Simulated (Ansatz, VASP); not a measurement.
Two plane-wave programs on YLuAs2

INCAR

```
PREC = Accurate ; ENCUT = 520
EDIFF = 1E-6 ; ISMEAR = -1
SIGMA = 0.02 ; LREAL = False
LASPH = True ; NELM = 100
ALGO = Normal ; ISIF = 2
LWAVE = False ; LCHARG = False
GGA = PE ; NBANDS = 31
```

File KPOINTS:

```
regular mesh
0
Gamma
  4 4 4
```

The input POSCAR:

```
YLuAs2
1.0
    4.0692512279      0.0000000000      0.0000000000
    0.0000000000      4.0692512279      0.0000000000
    0.0000000000      0.0000000000      5.7490900603
Y As Lu
1 2 1
Direct
    0.0000000000      0.0000000000      0.0000000000
    0.0000000000      0.0000000000      0.5000000000
    0.5000000000      0.5000000000      0.0000000000
    0.5000000000      0.5000000000      0.5000000000
```

Input for Ansatz:

```yaml
crystal:
  lattice:
    - [4.0692512279, 0.0, 0.0]
    - [0.0, 4.0692512279, 0.0]
    - [0.0, 0.0, 5.7490900603]
  atoms:
    - { symbol: "Y", position: [0.0, 0.0, 0.0] }
    - { symbol: As, position: [0.0, 0.0, 0.5] }
    - { symbol: Lu, position: [0.5, 0.5, 0.5] }
    - { symbol: As, position: [0.5, 0.5, 0.0] }
kpoints:
  mp_grid: { grid: [4, 4, 4] }
hamiltonian:
  xc: pbe
scf:
  occupations: { method: fermi_dirac, width: 0.02 }
  n_extra_bands: 5
output:
  forces: true
  stress: true
  eigenvalues: true
```

Alike in both runs: task single point; functional PBE; k mesh 4 × 4 × 4; occupations fermi-dirac, width 0.02 eV; no spin polarisation.

|  | VASP | Ansatz |
| --- | --- | --- |
| version | VASP 6.6.1 | Ansatz 0.2.0 |
| potentials or method | VASP PAW PBE potentials, release 64 (Y_sv, As, Lu) | plane waves, PAW |
| plane-wave cutoff (eV) | 520 | 420 |
| valence electrons in the cell | 46 | 66 |

Ansatz gave:

- pressure (GPa): 0.2

Problem. Estimate VASP's values.

Solution. Pressure (GPa): 0.4.

VASP's potentials hold 46 valence electrons a cell and Ansatz's 66, so a difference there can come from the potentials and not from the codes.

The k mesh is coarse, so the values compare programs but aren't converged. Neither program's run includes spin-orbit coupling.
